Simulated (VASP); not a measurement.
Crystal: Te.

```
Te
1.0
     6.02768    0.00000    0.00000
    -3.01384    5.22012    0.00000
     0.00000    0.00000    3.69523
Te
3
Cartesian
  0.0000 0.0000 0.0000
  0.0000 3.4801 1.8476
  3.0138 1.7400 1.8476
```

This isn't the form of Te at room conditions, which is trigonal, of chains.

```yaml
Program: VASP 6.6.1
Task: relaxation of cell and atoms
Functional: PBEsol
Potentials_or_basis: VASP PAW PBE potentials, release 64 (Te)
Cutoff: 600 eV
k_mesh: 3 × 3 × 6
Occupations: gaussian, width 0.1 eV
Spin: no spin polarisation
```

At the start: pressure -9.6 GPa; volume 38.76 Å³/atom.

How do energy, volume and symmetry change on relaxing?

Over 8 steps the energy falls by 505.6 meV/atom and the volume is 27.26 Å³/atom (-29.7 %); space group P6/mmm (No. 191, to 0.1 Å) before and after.

The path:
```csv
step,energy change (eV),largest force (eV/Å),pressure (GPa),volume (Å³)
1,0.0000,0.0000,-9.61,116.27
2,-1.4810,0.0000,0.35,81.39
3,-1.4814,0.0000,0.04,81.76
4,-1.5134,0.0000,0.40,81.21
5,-1.5149,0.0000,0.69,80.96
6,-1.5153,0.0000,0.60,81.03
7,-1.5161,0.0000,-0.38,82.26
8,-1.5167,0.0000,0.00,81.77
```

Final structure:
```xyz
3
Lattice="5.4545 0.0000 0.0000 -2.7272 4.7237 0.0000 0.0000 0.0000 3.1736" Properties=species:S:1:pos:R:3 pbc="T T T"
Te    0.0000    0.0000    0.0000
Te    0.0000    3.1491    1.5868
Te    2.7272    1.5746    1.5868
```

Caveat: the k points lie up to 0.44 Å⁻¹ apart in the final cell, too coarse for converged energies and pressures of a metal; the volume moved by over 15 % at a fixed basis, so the end points are rough; the PAW data sets were made with another functional, which shifts forces and pressure a little.
